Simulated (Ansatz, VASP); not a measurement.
Os in VASP and in Ansatz

```
Os
1.0
    -2.45210    2.45210    1.33802
     2.45210   -2.45210    1.33802
     2.45210    2.45210   -1.33802
Os
2
Direct
  0.00000 0.00000 0.00000
  0.75000 0.25000 0.50000
```

Alike in both runs: functional PBE; k mesh 8 × 8 × 8; occupations gaussian, width 0.1 eV; no spin polarisation.

Ansatz relaxed the structure, and its values are those at the end. VASP's run is a single point on that final structure, the one shown.

```csv
,VASP,Ansatz
version,VASP 6.6.1,Ansatz 0.2.0
potentials or method,"VASP PAW PBE potentials, release 64 (Os), cutoff 520 eV","scalar-relativistic, plane waves, PAW"
valence electrons in the cell,16,32
```

```csv
,VASP,Ansatz,Ansatz less VASP
gap on the k mesh at the Fermi level (eV),none,none,-
pressure (GPa),-0.5,-0.1,+0.43
```

A gap of «none» marks a metal or a gap that the smearing closes. With one functional, cell and mesh, what is left measures potentials, basis and numerics. VASP's potentials hold 16 valence electrons a cell and Ansatz's 32, so a difference there can come from the potentials and not from the codes.

Neither program's run includes spin-orbit coupling.
